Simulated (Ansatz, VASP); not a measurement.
## ZnO in VASP and in Ansatz

```xyz
4
Lattice="3.0284 0.0000 0.0000 0.0000 3.0284 0.0000 0.0000 0.0000 5.4071" Properties=species:S:1:pos:R:3 pbc="T T T"
Zn    0.0000    1.5142    0.0000
Zn    1.5142    0.0000    2.7036
O     1.5142    1.5142    1.3518
O     1.5142    1.5142    4.0553
```

Change from the starting cell: ordered vacancies on the anion sites of fluorite (P4_2/mmc, No. 131).

Alike in both runs: functional PBE; k mesh 16 × 16 × 10; occupations gaussian, width 0.1 eV; no spin polarisation.

Ansatz relaxed the structure, and its values are those at the end. VASP's run is a single point on that final structure, the one shown.

```csv
,VASP,Ansatz
version,VASP 6.6.1,Ansatz 0.2.0
potentials or method,"VASP PAW PBE potentials, release 64 (Zn, O), cutoff 520 eV","scalar-relativistic, plane waves, PAW"
valence electrons in the cell,36,36
```

Ansatz gave:

- gap on the k mesh at the Fermi level (eV): none
- pressure (GPa): 0.0

**Question.** Which values does VASP return?

**Answer.** gap on the k mesh at the Fermi level (eV): none; pressure (GPa): 0.8.

A gap of «none» marks a metal or a gap that the smearing closes.
